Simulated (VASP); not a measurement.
# PbO (F-43m) in VASP: dielectric tensor with r2SCAN

Aim: the dielectric tensor of PbO with r2SCAN.

All numbers are computed with VASP 6.6.1; they aren't measurements. Logs are shortened: lines on timing, memory, paths and dates and some standing lists are left out, and cuts for length are marked.

### Step 1. The cell of the first run

The structure is cubic, space group F-43m (No. 216). Conventional cell: a = 5.598 Å, b = 5.598 Å, c = 5.598 Å, α = 90.00°, β = 90.00°, γ = 90.00°. Within 3.2 Å of Pb (site symmetry -43m) lie 4 O at 2.42 Å. Within 3.2 Å of O (site symmetry -43m) lie 4 Pb at 2.42 Å.

### Step 2. Dielectric tensor, r2SCAN

INCAR

```
  ALGO = Normal
  EDIFF = 1E-8
  ENCUT = 520
  ISIF = 2
  ISMEAR = 0
  LASPH = T
  LCALCEPS = T
  LCHARG = F
  LMIXTAU = T
  LREAL = F
  LWAVE = F
  METAGGA = R2SCAN
  NELM = 80
  PREC = Accurate
  SIGMA = 0.01
```

KPOINTS

```
k-points
0
Gamma
  6 6 6
```

POSCAR

```
PbO
1.0
    0.0000000000      2.7987768028      2.7987768028
    2.7987768028      0.0000000000      2.7987768028
    2.7987768028      2.7987768028      0.0000000000
Pb O
1 1
Direct
    0.0000000000      0.0000000000      0.0000000000
    0.2500000000      0.2500000000      0.2500000000
```

Potentials or basis: VASP PAW PBE potentials, release 64 (Pb_d, O).

The run is started by

```bash
$ cat potpaw_PBE.64/Pb_d/POTCAR potpaw_PBE.64/O/POTCAR > POTCAR
$ mpirun -np 1 vasp_std > vasp.out
```

OUTCAR:

```text
EDIFF = 1E-8
   ENCUT = 520
   ISIF = 2
   ISMEAR = 0
   LASPH = T
   LREAL = F
   METAGGA = R2SCAN
   NELM = 80
   PREC = Accurate

 ion  position               nearest neighbor table
   1  0.000  0.000  0.000-   2 2.42   2 2.42   2 2.42   2 2.42
   2  0.250  0.250  0.250-   1 2.42   1 2.42   1 2.42   1 2.42

  LATTYP: Found a face centered cubic cell.
 ALAT       =     5.5975536056

  Lattice vectors:

 A1 = (   0.0000000000,   2.7987768028,   2.7987768028)
 A2 = (   2.7987768028,   0.0000000000,   2.7987768028)
 A3 = (   2.7987768028,   2.7987768028,   0.0000000000)

Analysis of symmetry for initial positions (statically):
=====================================================================
 Subroutine PRICEL returns:
 Original cell was already a primitive cell.

 Routine SETGRP: Setting up the symmetry group for a
 face centered cubic supercell.

 Subroutine GETGRP returns: Found 24 space group operations
 (whereof 24 operations were pure point group operations)
 out of a pool of 48 trial point group operations.

The static configuration has the point symmetry T_d .

Analysis of symmetry for dynamics (positions and initial velocities):
=====================================================================
 Subroutine PRICEL returns:
 Original cell was already a primitive cell.

 Routine SETGRP: Setting up the symmetry group for a
 face centered cubic supercell.

 Subroutine GETGRP returns: Found 24 space group operations
 (whereof 24 operations were pure point group operations)
 out of a pool of 48 trial point group operations.

The dynamic configuration has the point symmetry T_d .

 Subroutine INISYM returns: Found 24 space group operations
 (whereof 24 operations are pure point group operations),
 and found     1 'primitive' translations

----------------------------------------------------------------------------------------

                                     Primitive cell

  volume of cell :      43.8465

  direct lattice vectors                    reciprocal lattice vectors
     0.000000000  2.798776803  2.798776803    -0.178649473  0.178649473  0.178649473
     2.798776803  0.000000000  2.798776803     0.178649473 -0.178649473  0.178649473
     2.798776803  2.798776803  0.000000000     0.178649473  0.178649473 -0.178649473

  length of vectors
     3.958068113  3.958068113  3.958068113     0.309429963  0.309429963  0.309429963

  position of ions in fractional coordinates (direct lattice)
     0.000000000  0.000000000  0.000000000
     0.250000000  0.250000000  0.250000000

  ion indices of the primitive-cell ions
   primitive index   ion index
                 1           1
                 2           2

----------------------------------------------------------------------------------------

 KPOINTS: k-points

Automatic generation of k-mesh.
 Grid dimensions read from file:
 generate k-points for:    6    6    6

 Generating k-lattice:

  Cartesian coordinates                     Fractional coordinates (reciprocal lattice)
    -0.029774912  0.029774912  0.029774912     0.166666667  0.000000000  0.000000000
     0.029774912 -0.029774912  0.029774912     0.000000000  0.166666667  0.000000000
     0.029774912  0.029774912 -0.029774912     0.000000000  0.000000000  0.166666667

  Length of vectors
     0.051571661  0.051571661  0.051571661

  Shift w.r.t. Gamma in fractional coordinates (k-lattice)
     0.000000000  0.000000000  0.000000000

 Subroutine IBZKPT returns following result:
 ===========================================

 Found     16 irreducible k-points:

 Following reciprocal coordinates:
            Coordinates               Weight
  0.000000  0.000000  0.000000      1.000000
  0.166667  0.000000  0.000000      8.000000
  0.333333  0.000000  0.000000      8.000000
  0.500000  0.000000  0.000000      4.000000
  0.166667  0.166667  0.000000      6.000000
  0.333333  0.166667  0.000000     24.000000
[... 8 lines left out ...]
 -0.333333  0.333333  0.166667     24.000000
 -0.333333  0.500000  0.166667     12.000000
   k-points           NKPTS =     16   k-points in BZ     NKDIM =     16   number of bands    NBANDS=     14
   number of dos      NEDOS =    301   number of ions     NIONS =      2
   total plane-waves  NPLWV =  27000
   dimension x,y,z NGX =    30 NGY =   30 NGZ =   30
   dimension x,y,z NGXF=    60 NGYF=   60 NGZF=   60
   ions per type =               1   1
   NGX,Y,Z   is equivalent  to a cutoff of  12.60, 12.60, 12.60 a.u.
   NGXF,Y,Z  is equivalent  to a cutoff of  25.20, 25.20, 25.20 a.u.
 SYSTEM =  unknown system
   PREC   = accura    normal or accurate (medium, high low for compatibility)
   ISTART =      0    job   : 0-new  1-cont  2-samecut
   ICHARG =      2    charge: 1-file 2-atom 10-const
   ISPIN  =      1    spin polarized calculation?
   LNONCOLLINEAR =      F non collinear calculations
   LSORBIT =      F    spin-orbit coupling
   LASPH  =      T    aspherical Exc in radial PAW
   ENCUT  =  520.0 eV  38.22 Ry    6.18 a.u.   7.36  7.36  7.36*2*pi/ulx,y,z
   NELM   =     80;   NELMIN=  2; NELMDL= -5     # of ELM steps
   EDIFF  = 0.1E-07   stopping-criterion for ELM
   LREAL  =      F    real-space projection
   EDIFFG = 0.1E-06   stopping-criterion for IOM
   NSW    =      0    number of steps for IOM
   IBRION =     -1    ionic relax: 0-MD 1-quasi-New 2-CG
   NFREE  =      0    steps in history (QN), initial steepest desc. (CG)
   ISIF   =      2    stress and relaxation
   ISYM   =      2    0-nonsym 1-usesym 2-fastsym
   POTIM  = 0.5000    time-step for ionic-motion
   TEBEG  =    0.0;   TEEND  =   0.0 temperature during run
   PSTRESS=    0.0 pullay stress
   NELECT =      20.0000    total number of electrons
   NUPDOWN=      -1.0000    fix difference up-down
   EMIN   =  10.00;   EMAX   =-10.00  energy-range for DOS
   EFERMI =   0.00;   METHOD = LEGACY
   ISMEAR =     0;   SIGMA  =   0.01  broadening in eV -4-tet -1-fermi 0-gaus
   EFERMI_NEDOS =   21; number of points for ismear=-14 and -15
   IALGO  =     38    algorithm
   IMIX   =      4    mixing-type and parameters
     AMIX     =   0.40;   BMIX     =  1.00
     AMIX_MAG =   1.60;   BMIX_MAG =  1.00
  volume/ion in A,a.u.               =      21.92       147.95
  Fermi-wavevector in a.u.,A,eV,Ry     =   1.260201  2.381435 21.607509  1.588107
  Thomas-Fermi vector in A             =   2.393723
   LORBIT       =      0    0 simple, 1 ext, 2 COOP (PROOUT), +10 PAW based schemes
   METAGGA = R2SCAN    functional components
   LHFCALC =     F    Hartree Fock is set to
   AEXX    =    0.0000 exact exchange contribution
   IVDW    =     0    specifies the selected vdW correction
   LEPSILON=     F    determine dielectric tensor
   LRPA    =     F    only Hartree local field effects (RPA)
   LRPA       =     F
 non-spin polarized calculation
 Gauss-broadening in eV      SIGMA  =   0.01
  energy-cutoff  :      520.00
  volume of cell :       43.85
 maximum number of plane-waves:      1243
 NGX is ok and might be reduce to    30
   NGX = 15   NGY = 15   NGZ = 15

 number of electron      20.0000003 magnetization

 Free energy of the ion-electron system (eV)
  ---------------------------------------------------
  ext. energy  EPLUGINS =         0.00000000
  ---------------------------------------------------
  free energy    TOTEN  =       -64.16706015 eV

  energy without entropy =      -64.16706015  energy(sigma->0) =      -64.16706015

 E-fermi :   4.5241     XC(G=0):  -9.9355

 val. band max:        4.4629778772   @ k =  -0.3333   0.5000   0.1667
 cond. band min:   10000.0000000000   @ k =   0.0000   0.0000   0.0000
 fundamental gap:   9995.5370221228
 Fermi energy:         4.5240773101

 k-point     1 :       0.0000    0.0000    0.0000
  band No.  band energies     occupation
      1     -14.2515      2.00000
      2     -12.4756      2.00000
      3     -12.4749      2.00000
      4     -12.4742      2.00000
      5     -12.3737      2.00000
      6     -12.3737      2.00000
      7      -2.4870      2.00000
      8       2.0905      2.00000
      9       2.0915      2.00000
     10       2.0924      2.00000
     11   10000.0000      0.00000
     12   10000.0000      0.00000
     13   10000.0000      0.00000
     14   10000.0000      0.00000

 k-point     2 :       0.1667    0.0000    0.0000
  band No.  band energies     occupation
      1     -14.2641      2.00000
      2     -12.4596      2.00000
      3     -12.4589      2.00000
      4     -12.3724      2.00000
      5     -12.3721      2.00000
      6     -12.3379      2.00000
      7      -2.7285      2.00000
      8       1.9653      2.00000
      9       1.9666      2.00000
     10       2.2129      2.00000
     11   10000.0000      0.00000
     12   10000.0000      0.00000
     13   10000.0000      0.00000
     14   10000.0000      0.00000

 k-point     3 :       0.3333    0.0000    0.0000
  band No.  band energies     occupation
      1     -14.2983      2.00000
      2     -12.4456      2.00000
      3     -12.4455      2.00000
      4     -12.3523      2.00000
      5     -12.3514      2.00000
      6     -12.0234      2.00000
      7      -3.2606      2.00000
      8       1.7289      2.00000
      9       1.7301      2.00000
     10       2.3035      2.00000
     11   10000.0000      0.00000
     12   10000.0000      0.00000
     13   10000.0000      0.00000
     14   10000.0000      0.00000
[... 324 lines left out ...]
 k-point    23 :       0.0000    0.1667    0.1667
  band No.  band energies     occupation
      1     -14.2682      2.00000
      2     -12.4413      2.00000
      3     -12.4412      2.00000
      4     -12.3916      2.00000
      5     -12.3627      2.00000
      6     -12.3086      2.00000
      7      -2.7801      2.00000
      8       1.7556      2.00000
      9       1.7556      2.00000
     10       2.6125      2.00000
     11   10000.0000      0.00000
     12   10000.0000      0.00000
     13   10000.0000      0.00000
     14   10000.0000      0.00000

 k-point    24 :       0.0000    0.3333    0.1667
  band No.  band energies     occupation
      1     -14.2951      2.00000
      2     -12.4307      2.00000
      3     -12.4182      2.00000
      4     -12.3887      2.00000
      5     -12.3459      2.00000
      6     -12.0497      2.00000
      7      -3.1539      2.00000
      8       1.3040      2.00000
      9       1.4799      2.00000
     10       3.0811      2.00000
     11   10000.0000      0.00000
     12   10000.0000      0.00000
     13   10000.0000      0.00000
     14   10000.0000      0.00000

 [... further k-points ...]

------------------------ aborting loop because EDIFF is reached ----------------------------------------

            Ionic dipole moment: p[ion]=(     8.39633     8.39633     8.39633 ) |e| Angst

 Total electronic dipole moment: p[elc]=(     0.02417     0.02417     0.03828 ) |e| Angst

 MACROSCOPIC STATIC DIELECTRIC TENSOR (including local field effects)
 ------------------------------------------------------
           6.842748    -0.000000     0.000000
          -0.000000     6.842748    -0.000000
           0.000000    -0.000000     6.842748
 ------------------------------------------------------

 PIEZOELECTRIC TENSOR (including local field effects) (e Angst)
          XX          YY          ZZ          XY          YZ          ZX
  --------------------------------------------------------------------------------
  x     0.00000    -0.00000    -0.00000     0.00000    -4.22573     0.00000
  y    -0.00000    -0.00000    -0.00000     0.00000     0.00000    -4.22573
  z    -0.00000    -0.00000     0.00000    -4.22573    -0.00000    -0.00000

 PIEZOELECTRIC TENSOR (including local field effects) (C/m^2)
          XX          YY          ZZ          XY          YZ          ZX
  --------------------------------------------------------------------------------
  x     0.00000    -0.00000    -0.00000     0.00000    -1.54411     0.00000
  y    -0.00000    -0.00000    -0.00000     0.00000     0.00000    -1.54411
  z    -0.00000    -0.00000     0.00000    -1.54411    -0.00000    -0.00000

 BORN EFFECTIVE CHARGES (including local field effects) (in |e|, cummulative output)
 ---------------------------------------------------------------------------------
 ion    1
    1     2.29758     0.00000     0.00000
    2    -0.00000     2.29758     0.00000
    3     0.00000    -0.00000     2.29758
 ion    2
    1    -2.29758     0.00000    -0.00000
    2     0.00000    -2.29758     0.00000
    3     0.00000     0.00000    -2.29758

  FORCE on cell =-STRESS in cart. coord.  units (eV):
  Direction    XX          YY          ZZ          XY          YZ          ZX
  --------------------------------------------------------------------------------------
  -------------------------------------------------------------------------------------
  Total        0.0792099      0.0792099      0.0792099      0.0000000     -0.0000000      0.0000000
  in kB        2.8943782      2.8943782      2.8943782      0.0000000     -0.0000000      0.0000000
  external PRESSURE =       2.8943782 kB  Pullay stress =       0.0000000 kB

 VOLUME and BASIS-vectors are now :
 -----------------------------------------------------------------------------
  energy-cutoff  :      520.00
  volume of cell :       43.85
      direct lattice vectors                 reciprocal lattice vectors
     0.000000000  2.798776803  2.798776803    -0.178649473  0.178649473  0.178649473
     2.798776803  0.000000000  2.798776803     0.178649473 -0.178649473  0.178649473
     2.798776803  2.798776803  0.000000000     0.178649473  0.178649473 -0.178649473

 POSITION                                       TOTAL-FORCE (eV/Angst)
 -----------------------------------------------------------------------------------
      0.00000      0.00000      0.00000         0.000000      0.000000      0.000000
      1.39939      1.39939      1.39939        -0.000000     -0.000000     -0.000000
 -----------------------------------------------------------------------------------
    total drift:                               -0.000000     -0.000000     -0.000000

  FREE ENERGIE OF THE ION-ELECTRON SYSTEM (eV)
  ---------------------------------------------------
  free  energy   TOTEN  =       -64.1670601506 eV

  energy  without entropy=      -64.1670601506  energy(sigma->0) =      -64.16706015
```

Wall time 38 min (1 thread of Intel Xeon Platinum 8488C (Sapphire Rapids), shared host); peak memory 0.32 GiB.

What came out:

* Band gap on the k mesh: 0.65 eV, indirect (least direct gap 0.79 eV)
* Electronic dielectric tensor (diagonal): 6.84
* Born charges (mean of the diagonal): Pb +2.30; O -2.30 e

Electronic dielectric tensor:
```
6.84 0.00 0.00
0.00 6.84 0.00
0.00 0.00 6.84
```

Born effective charge tensors (e):
atom 1, Pb
```
2.30 0.00 0.00
0.00 2.30 0.00
0.00 0.00 2.30
```
atom 2, O
```
-2.30  0.00  0.00
 0.00 -2.30  0.00
 0.00  0.00 -2.30
```

Dipole moments of the cell (e·Å, modulo the quantum): ionic 8.396, 8.396, 8.396; electronic 0.024, 0.024, 0.038

Caveat: the gap is small at this level, which inflates the dielectric constant; the PAW data sets were made with another functional, which shifts forces and pressure a little; spin-orbit coupling is left out, which moves the levels of the heavy elements. r2SCAN opens gaps a little over a GGA but as a rule still falls short of measured ones.
